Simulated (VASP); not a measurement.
Wanted: the native input for a VASP 6.6.1 run.

- Task: single point
- Functional: PBE
- Potentials or basis: VASP PAW PBE potentials, release 64 (Ni_sv_GW, O)
- Cutoff: 600 eV
- k mesh: 12 × 12 × 12
- Occupations: gaussian, width 0.02 eV
- Spin: collinear spin, ferromagnetic start
- Starting moments: [1.91, 0.21] μB
- Hubbard terms: Ni d U = 6.2 eV
- Dipole correction: no
- Second run: valence_matched
- Further INCAR settings: ALGO = Normal; EDIFF = 1e-06; NBANDS = 23

The structure of NiO lies in POSCAR:

```
NiO
1.0
    0.0000000000      2.0677029559      2.0677029559
    2.0677029559      0.0000000000      2.0677029559
    2.0677029559      2.0677029559      0.0000000000
Ni O
1 1
Direct
    0.0000000000      0.0000000000      0.0000000000
    0.5000000000      0.5000000000      0.5000000000
```

This cell differs from its parent crystal: volume scaled by 0.91.

The input as run:

INCAR

```
SYSTEM = NiO
PREC = Accurate ; ENCUT = 600
EDIFF = 1E-6 ; ISMEAR = 0
SIGMA = 0.02 ; LREAL = .FALSE.
LASPH = .TRUE. ; NELM = 200
ALGO = Normal ; ISIF = 2
LWAVE = .FALSE. ; LCHARG = .FALSE.
ISPIN = 2 ; MAGMOM = 1.91 0.21
LORBIT = 11 ; LMAXMIX = 4
LDAU = .TRUE. ; LDAUTYPE = 2
LDAUL = 2 -1 ; LDAUU = 6.2 0
LDAUJ = 0 0 ; LDAUPRINT = 1
GGA = PE ; NBANDS = 23
GGA_COMPAT = .FALSE.
```

KPOINTS

```
Automatic mesh
0
G
  12 12 12
  0 0 0
```

Potentials or basis: VASP PAW PBE potentials, release 64 (Ni_sv_GW, O).

The run is started by

```console
$ cat potpaw_PBE.64/Ni_sv_GW/POTCAR potpaw_PBE.64/O/POTCAR > POTCAR
$ mpirun -np 1 vasp_std > vasp.out
```

It gave:

| Item | Value |
| --- | --- |
| Pressure | 16.6 GPa |
| Band gap on the k mesh | 2.49 eV, indirect (least direct gap 3.44 eV) |
| Net moment | 2.00 μB per cell |
| Site moments | Ni +1.79; O +0.18 μB |
| Valence electrons inside the program's atomic spheres | Ni 16.15; O 5.06 |

Caveat: a cell with one magnetic atom can't hold antiferromagnetic order, which such compounds often take.

Wall time 63 s on 1 thread of Intel(R) Xeon(R) 6975P-C (Granite Rapids) (shared host), peak memory 0.2 GiB.
